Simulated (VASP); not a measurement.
A run of VASP 6.6.1 is set up as follows.

Contents of INCAR:

```
ALGO = Fast ; EDIFF = 1E-6
ENCUT = 520 ; GGA = CA
ISIF = 2 ; ISMEAR = 0
LASPH = True ; LCHARG = False
LREAL = False ; LWAVE = False
NBANDS = 11 ; NELM = 80
PREC = Accurate ; SIGMA = 0.15
```

File KPOINTS:

```
k-points
0
Gamma
  14 14 14
```

Contents of POSCAR:

```
Ca
1.0
    3.6718107978      0.0000000000      0.0000000000
    0.0000000000      3.4886563400      0.0000000000
    0.0000000000      0.0000000000      3.4886563400
Ca
1
Direct
    0.0000000000      0.0000000000      0.0000000000
```

Potentials or basis: VASP PAW LDA potentials, release 64 (Ca_sv).

The run is started by

```sh
$ cat potpaw_LDA.64/Ca_sv/POTCAR > POTCAR
$ mpirun -np 1 vasp_std > vasp.out
```

Task: What does it give for the pressure?

Result: -1.6 GPa.

Task: Predict the band gap on the k mesh.

Result: Zero (band 5 reaches 2.00 eV, above the bottom of band 6 at 0.89 eV).

Stress tensor (GPa, compression positive):
```
-2.90  0.00  0.00
 0.00 -0.90  0.00
 0.00  0.00 -0.90
```

Caveat: the cell differs from its parent crystal (strain +0.0525 x Voigt [1, 0, 0, 0, 0, 0]).
